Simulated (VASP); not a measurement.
# Os in VASP: notebook, part 2 of 2

VASP 6.6.1. Earlier steps stand in the parts before.

## 4. Relaxation of cell and atoms, PBE

INCAR reads:

```
ALGO = Fast ; EDIFF = 1E-6
EDIFFG = -0.01 ; ENCUT = 600
GGA = PE ; IBRION = 2
ISIF = 3 ; ISMEAR = 0
LASPH = True ; LCHARG = False
LREAL = False ; LWAVE = False
NELM = 80 ; NSW = 100
PREC = Accurate ; SIGMA = 0.1
```

KPOINTS reads:

```
k-points
0
Gamma
  24 24 24
```

POSCAR reads:

```
Os
1.0
    0.0000000000      1.9282151539      1.9282151539
    1.9282151539      0.0000000000      1.9282151539
    1.9282151539      1.9282151539      0.0000000000
Os
1
Direct
    0.5000000000      0.5000000000      0.5000000000
```

Potentials or basis: VASP PAW PBE potentials, release 64 (Os).

Started as:

```console
cat potpaw_PBE.64/Os/POTCAR > POTCAR
mpirun -np 1 vasp_std > vasp.out
```

OUTCAR:

```text
EDIFF = 1E-6
   EDIFFG = -0.01
   ENCUT = 600
   GGA = PE
   IBRION = 2
   ISIF = 3
   ISMEAR = 0
   LASPH = True
   LREAL = False
   NELM = 80
   NSW = 100
   PREC = Accurate

 ion  position               nearest neighbor table
   1  0.500  0.500  0.500-

  LATTYP: Found a face centered cubic cell.
 ALAT       =     3.8564303078

  Lattice vectors:

 A1 = (   0.0000000000,   1.9282151539,   1.9282151539)
 A2 = (   1.9282151539,   0.0000000000,   1.9282151539)
 A3 = (   1.9282151539,   1.9282151539,   0.0000000000)

Analysis of symmetry for initial positions (statically):
=====================================================================
 Subroutine PRICEL returns:
 Original cell was already a primitive cell.

 Routine SETGRP: Setting up the symmetry group for a
 face centered cubic supercell.

 Subroutine GETGRP returns: Found 48 space group operations
 (whereof 48 operations were pure point group operations)
 out of a pool of 48 trial point group operations.

The static configuration has the point symmetry O_h .

Analysis of symmetry for dynamics (positions and initial velocities):
=====================================================================
 Subroutine PRICEL returns:
 Original cell was already a primitive cell.
[... 166 lines left out ...]
      1      -1.6241      2.00000
      2       6.0855      2.00000
      3       6.0855      2.00000
      4       6.0855      2.00000
      5       9.0239      0.52860
      6       9.0239      0.52860
      7      23.2463      0.00000
      8      28.9219      0.00000
[... 243 lines left out ...]
 k-point    24 :       0.4583    0.0417    0.0000
  band No.  band energies     occupation
      1       1.5711      2.00000
      2       5.8944      2.00000
      3       6.0493      2.00000
      4       8.0935      2.00000
      5      11.2900      0.00000
      6      11.3081      0.00000
      7      18.2275      0.00000
      8      23.1396      0.00000

 [... further k-points ...]

------------------------ aborting loop because EDIFF is reached ----------------------------------------

  FORCE on cell =-STRESS in cart. coord.  units (eV):
  Direction    XX          YY          ZZ          XY          YZ          ZX
  --------------------------------------------------------------------------------------
  -------------------------------------------------------------------------------------
  Total       -0.0063107     -0.0063107     -0.0063107      0.0000000      0.0000000      0.0000000
  in kB       -0.7051644     -0.7051644     -0.7051644      0.0000000      0.0000000      0.0000000
  external PRESSURE =      -0.7051644 kB  Pullay stress =       0.0000000 kB

 VOLUME and BASIS-vectors are now :
 -----------------------------------------------------------------------------
  energy-cutoff  :      600.00
  volume of cell :       14.34
      direct lattice vectors                 reciprocal lattice vectors
     0.000000000  1.928215154  1.928215154    -0.259307162  0.259307162  0.259307162
     1.928215154  0.000000000  1.928215154     0.259307162 -0.259307162  0.259307162
     1.928215154  1.928215154  0.000000000     0.259307162  0.259307162 -0.259307162

 POSITION                                       TOTAL-FORCE (eV/Angst)
 -----------------------------------------------------------------------------------
      1.92822      1.92822      1.92822         0.000000      0.000000     -0.000000
 -----------------------------------------------------------------------------------
    total drift:                               -0.000000     -0.000000      0.000000

  FREE ENERGIE OF THE ION-ELECTRON SYSTEM (eV)
  ---------------------------------------------------
  free  energy   TOTEN  =       -11.1121293008 eV

  energy  without entropy=      -11.1066444987  energy(sigma->0) =      -11.10938690

 reached required accuracy - stopping structural energy minimisation
```

OSZICAR:

```text
N       E                     dE             d eps       ncg     rms          rms(c)
DAV:   1     0.354226275694E+02    0.35423E+02   -0.46962E+03  6696   0.107E+03
DAV:   2    -0.108089893016E+02   -0.46232E+02   -0.44628E+02  6896   0.224E+02
DAV:   3    -0.118125066354E+02   -0.10035E+01   -0.99315E+00  8432   0.330E+01
DAV:   4    -0.118160618357E+02   -0.35552E-02   -0.35467E-02  9760   0.204E+00
DAV:   5    -0.118160649820E+02   -0.31463E-05   -0.31463E-05  8632   0.282E-02    0.156E+01
RMM:   6    -0.112675289310E+02    0.54854E+00   -0.38289E-01  6608   0.618E+00    0.635E+00
RMM:   7    -0.111138833422E+02    0.15365E+00   -0.47816E-01  6648   0.555E+00    0.303E-01
RMM:   8    -0.111135059219E+02    0.37742E-03   -0.25428E-02  6608   0.262E+00    0.842E-01
RMM:   9    -0.111133009456E+02    0.20498E-03   -0.49378E-03  6608   0.583E-01    0.175E-01
RMM:  10    -0.111121663965E+02    0.11345E-02   -0.30159E-03  6608   0.791E-01    0.501E-02
RMM:  11    -0.111121289474E+02    0.37449E-04   -0.11875E-04  6608   0.171E-01    0.171E-01
RMM:  12    -0.111121291315E+02   -0.18401E-06   -0.12191E-05  6485   0.326E-02    0.125E-01
RMM:  13    -0.111121293008E+02   -0.16933E-06   -0.14728E-06  4758   0.152E-02
   1 F= -.11112129E+02 E0= -.11109387E+02  d E =-.111121E+02
```

CONTCAR:

```text
Os
   1.00000000000000
     0.0000000000000000    1.9282151539000001    1.9282151539000001
     1.9282151539000001    0.0000000000000000    1.9282151539000001
     1.9282151539000001    1.9282151539000001    0.0000000000000000
  Os
     1
Direct
     0.5000000000000000    0.5000000000000000    0.5000000000000000

  0.00000000E+00  0.00000000E+00  0.00000000E+00
```

Run time: 29 s. Hardware: 1 thread of Intel Xeon 6975P-C, shared host; peak memory 0.2 GiB.

What came out:

- Free energy: -11.1121 eV
- Pressure after relaxing: -0.1 GPa
- Band gap on the k mesh: zero (band 4 reaches 11.31 eV, above the bottom of band 5 at 7.60 eV)

Final structure:
```yaml
crystal:
  lattice:
    - [0.00000, 1.92822, 1.92822]
    - [1.92822, 0.00000, 1.92822]
    - [1.92822, 1.92822, 0.00000]
  atoms:
    - { symbol: Os, position: [0.50000, 0.50000, 0.50000] }
```

Levels at points of the mesh, in eV from the Fermi level:
```
           k point  band 1  band 2  band 3  band 4  band 5  band 6  band 7  band 8
(0.00, 0.00, 0.00)  -10.60   -2.89   -2.89   -2.89    0.04    0.04   14.27   19.94
(0.50, 0.00, 0.00)   -7.48   -3.05   -3.05   -0.21    2.37    2.37    8.71   13.80
(0.50, 0.50, 0.00)   -7.35   -6.65    2.31    2.33    3.03    3.03   12.13   12.13
```

Caveat: the relaxation stopped at its first step, so nothing moved; spin-orbit coupling is left out, which moves the levels of the heavy elements.

## 5. Overview

| task | cell | k mesh | cutoff (eV) | gap on the mesh (eV) | pressure (GPa) |
| --- | --- | --- | --- | --- | --- |
| single point | a = 2.721, b = 2.721, c = 2.731 Å, angles 120.1, 120.1, 89.5°, 1 atom | 8 × 8 × 10 | 520 | none | -0.1 |
| single point | a = 2.727 Å, angles 60.0°, 1 atom | 24 × 24 × 24 | 520 | none | -0.1 |
| relaxation of cell and atoms | relaxed from a = 2.727 Å, angles 60.0°, 1 atom | 24 × 24 × 24 | 600 | none | -0.1 |

Alike in all rows: level PBE; potentials or basis VASP PAW PBE potentials, release 64 (Os); no spin polarisation; smearing gaussian 0.1 eV.

Caveats: spin-orbit coupling is left out, which moves the levels of the heavy elements; the relaxation stopped at its first step, so nothing moved (some runs).

Absolute energies hang on the potentials; compare differences alone.
